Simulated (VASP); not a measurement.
# Si2W (P6_222) in VASP: notebook, part 2 of 2

VASP 6.6.1. Earlier steps stand in the parts before.

## (5) Single point, LDA

INCAR

```
SYSTEM = Si2W
PREC = Accurate ; ENCUT = 520
EDIFF = 1E-6 ; ISMEAR = 0
SIGMA = 0.1 ; LREAL = .False.
LASPH = .True. ; NELM = 100
ALGO = Normal ; ISIF = 2
LWAVE = .False. ; LCHARG = .True.
GGA = CA ; LELF = .True.
LVHAR = .True. ; NBANDS = 43
```

KPOINTS

```
Automatic mesh
0
Gamma
  9 9 6
  0 0 0
```

POSCAR

```
Si2W
1.0
    4.5515367757      0.0000000000      0.0000000000
   -2.2757683879      3.9417464741      0.0000000000
    0.0000000000      0.0000000000      6.5670079960
Si W
6 3
Direct
    0.8361210232      0.6722420464      0.5000000000
    0.1638789768      0.8361210232      0.8333333333
    0.6722420464      0.8361210232      0.1666666667
    0.1638789768      0.3277579536      0.5000000000
    0.8361210232      0.1638789768      0.8333333333
    0.3277579536      0.1638789768      0.1666666667
    0.0000000000      0.5000000000      0.1666666667
    0.5000000000      0.5000000000      0.8333333333
    0.5000000000      0.0000000000      0.5000000000
```

Potentials or basis: VASP PAW LDA potentials, release 64 (Si, W_sv).

Launch:

```console
> cat potpaw_LDA.64/Si/POTCAR potpaw_LDA.64/W_sv/POTCAR > POTCAR
> mpirun -np 1 vasp_std > vasp.out
```

OUTCAR:

```text
SYSTEM = Si2W
   PREC = Accurate
   ENCUT = 520
   EDIFF = 1E-6
   ISMEAR = 0
   LREAL = .False.
   LASPH = .True.
   NELM = 100
   ISIF = 2
   GGA = CA

 ion  position               nearest neighbor table
   1  0.836  0.672  0.500-   2 2.54   3 2.54   8 2.56   7 2.56   4 2.58   9 2.62   9 2.62   9 2.65
                             4 2.65   4 2.65   6 3.13   5 3.13
   2  0.164  0.836  0.833-   1 2.54   6 2.54   9 2.56   7 2.56   5 2.58   8 2.62   8 2.62   8 2.65
                             5 2.65   5 2.65   4 3.13   3 3.13
   3  0.672  0.836  0.167-   1 2.54   5 2.54   9 2.56   8 2.56   6 2.58   7 2.62   7 2.62   7 2.65
                             6 2.65   6 2.65   4 3.13   2 3.13
[... 1335 lines left out ...]
  external PRESSURE =       7.2085938 kB  Pullay stress =       0.0000000 kB

 VOLUME and BASIS-vectors are now :
 -----------------------------------------------------------------------------
  energy-cutoff  :      520.00
  volume of cell :      117.82
      direct lattice vectors                 reciprocal lattice vectors
     4.551536776  0.000000000  0.000000000     0.219706013  0.126847326  0.000000000
    -2.275768388  3.941746474  0.000000000     0.000000000  0.253694652  0.000000000
     0.000000000  0.000000000  6.567007996     0.000000000  0.000000000  0.152276349

 POSITION                                       TOTAL-FORCE (eV/Angst)
 -----------------------------------------------------------------------------------
      2.27577      2.64981      3.28350        -0.000000      0.008202      0.000000
     -1.15692      3.29578      5.47251        -0.007103      0.004101      0.000000
      1.15692      3.29578      1.09450         0.007103      0.004101      0.000000
     -0.00000      1.29194      3.28350         0.000000     -0.008202      0.000000
      3.43268      0.64597      5.47251         0.007103     -0.004101      0.000000
      1.11885      0.64597      1.09450        -0.007103     -0.004101      0.000000
     -1.13788      1.97087      1.09450        -0.000000     -0.000000     -0.000000
      1.13788      1.97087      5.47251        -0.000000      0.000000     -0.000000
      2.27577      0.00000      3.28350        -0.000000      0.000000      0.000000
 -----------------------------------------------------------------------------------
    total drift:                               -0.000000     -0.000000      0.000000

  FREE ENERGIE OF THE ION-ELECTRON SYSTEM (eV)
  ---------------------------------------------------
  free  energy   TOTEN  =       -81.4778221686 eV

  energy  without entropy=      -81.4767269282  energy(sigma->0) =      -81.47727455
```

OSZICAR:

```text
N       E                     dE             d eps       ncg     rms          rms(c)
DAV:   1     0.632275450734E+03    0.63228E+03   -0.34970E+04  4240   0.157E+03
DAV:   2    -0.439361468044E+02   -0.67621E+03   -0.65284E+03  4438   0.452E+02
DAV:   3    -0.828659419543E+02   -0.38930E+02   -0.37814E+02  5192   0.998E+01
DAV:   4    -0.838413586128E+02   -0.97542E+00   -0.95980E+00  5056   0.146E+01
DAV:   5    -0.838607074787E+02   -0.19349E-01   -0.19298E-01  5053   0.219E+00    0.462E+01
DAV:   6    -0.818301135203E+02    0.20306E+01   -0.94612E+00  4973   0.152E+01    0.168E+01
DAV:   7    -0.815454062457E+02    0.28471E+00   -0.89962E-01  4866   0.383E+00    0.748E+00
DAV:   8    -0.814796562536E+02    0.65750E-01   -0.12867E-01  5055   0.191E+00    0.482E-01
DAV:   9    -0.814784210518E+02    0.12352E-02   -0.99990E-03  5373   0.404E-01    0.311E-01
DAV:  10    -0.814779068456E+02    0.51421E-03   -0.22679E-03  5169   0.309E-01    0.958E-02
DAV:  11    -0.814778221603E+02    0.84685E-04   -0.37828E-04  5072   0.118E-01    0.288E-02
DAV:  12    -0.814778225567E+02   -0.39642E-06   -0.16119E-05  5185   0.203E-02    0.890E-03
DAV:  13    -0.814778221686E+02    0.38810E-06   -0.13706E-06  3088   0.608E-03
   1 F= -.81477822E+02 E0= -.81477275E+02  d E =-.109524E-02
```

stdout:

```text
POSCAR found type information on POSCAR SiW
 POSCAR found :  2 types and       9 ions
 scaLAPACK will be used
 LDA part: xc-table for (Slater(with rela. corr.)+CA(PZ))
 , standard interpolation
 POSCAR, INCAR and KPOINTS ok, starting setup
 FFT: planning ... GRIDC
 FFT: planning ... GRID_SOFT
 FFT: planning ... GRID
 WAVECAR not read
 entering main loop
```

Run time: 3.4 min. Hardware: 1 thread of Intel Xeon Platinum 8488C (Sapphire Rapids), shared host; peak memory 0.32 GiB.

What came out:

```
Free energy            : -81.4778 eV
Pressure               : 0.7 GPa
Largest force          : 0.008 eV/Å
Band gap on the k mesh : 0.12 eV (least direct gap 0.68 eV)
```

Forces on the atoms (eV/Å):
```
Si   0.000  0.008  0.000
Si  -0.007  0.004  0.000
Si   0.007  0.004  0.000
Si   0.000 -0.008  0.000
Si   0.007 -0.004  0.000
Si  -0.007 -0.004  0.000
W    0.000  0.000  0.000
W    0.000  0.000  0.000
W    0.000  0.000  0.000
```

Caveat: spin-orbit coupling is left out, which moves the levels of the heavy elements.

## (6) The runs side by side

| task | cell | cutoff (eV) | smearing | gap on the mesh (eV) | pressure (GPa) | relaxed volume (Å³/atom) | largest force (eV/Å) |
| --- | --- | --- | --- | --- | --- | --- | --- |
| relaxation of cell and atoms | relaxed from a = 4.554, b = 4.554, c = 6.570 Å, angles 90.0, 90.0, 120.0°, 9 atoms, atomic positions A | 600 | gaussian 0.1 eV | 0.12 | 0.0 | 13.13 | - |
| single point | a = 4.551, b = 4.551, c = 6.567 Å, angles 90.0, 90.0, 120.0°, 9 atoms, atomic positions B | 520 | gaussian 0.01 eV | 0.12 | 0.7 | - | 0.01 |
| relaxation of cell and atoms | relaxed from a = 4.552, b = 4.552, c = 6.567 Å, angles 90.0, 90.0, 120.0°, 9 atoms, atomic positions B | 600 | gaussian 0.01 eV | 0.12 | 0.0 | 13.13 | - |
| single point | a = 4.552, b = 4.552, c = 6.567 Å, angles 90.0, 90.0, 120.0°, 9 atoms, atomic positions B | 520 | gaussian 0.1 eV | 0.12 | 0.7 | - | 0.01 |

Alike in all rows: level LDA; potentials or basis VASP PAW LDA potentials, release 64 (Si, W_sv); no spin polarisation; k mesh 9 × 9 × 6.

Caveats: spin-orbit coupling is left out, which moves the levels of the heavy elements.

Total energies depend on the potentials used, so only differences within one code and one set of settings carry meaning.
